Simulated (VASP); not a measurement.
A run of VASP 6.6.1 is set up as follows.

The input INCAR:

```
SYSTEM = Pb
PREC     = Accurate       ! precision mode
ENCUT    = 500            ! plane-wave cutoff, eV
EDIFF    = 1E-6           ! SCF threshold, eV
ISMEAR   = -5             ! smearing method
SIGMA    = 0.1            ! smearing width, eV
LREAL    = .FALSE.        ! projectors in reciprocal space
LASPH    = .TRUE.         ! aspherical terms in the spheres
NELM     = 120            ! most SCF steps
ALGO     = Normal         ! electronic algorithm
ISIF     = 2              ! what is computed and relaxed
LWAVE    = .FALSE.        ! write WAVECAR
LCHARG   = .FALSE.        ! write CHGCAR
GGA      = PE             ! functional
NBANDS   = 13             ! bands
GGA_COMPAT= .FALSE.
```

File KPOINTS:

```
regular mesh
0
G
  13 13 13
  0 0 0
```

POSCAR

```
Pb
1.0
    0.0000000000      2.4698000000      2.4698000000
    2.4698000000      0.0000000000      2.4698000000
    2.4698000000      2.4698000000      0.0000000000
Pb
1
Direct
    0.0000000000      0.0000000000      0.0000000000
```

Potentials or basis: VASP PAW PBE potentials, release 64 (Pb_d).

Launch:

```console
$ cat potpaw_PBE.64/Pb_d/POTCAR > POTCAR
$ mpirun -np 1 vasp_std > vasp.out
```

(1) Estimate the pressure.

(2) Estimate the band gap on the k mesh.

## Answers

(1) 2.8 GPa.

(2) zero (band 7 reaches 14.82 eV, above the bottom of band 8 at 5.67 eV).

Caveat: spin-orbit coupling is left out, which moves the levels of the heavy elements; tetrahedron occupations give inexact forces and stress in metals.
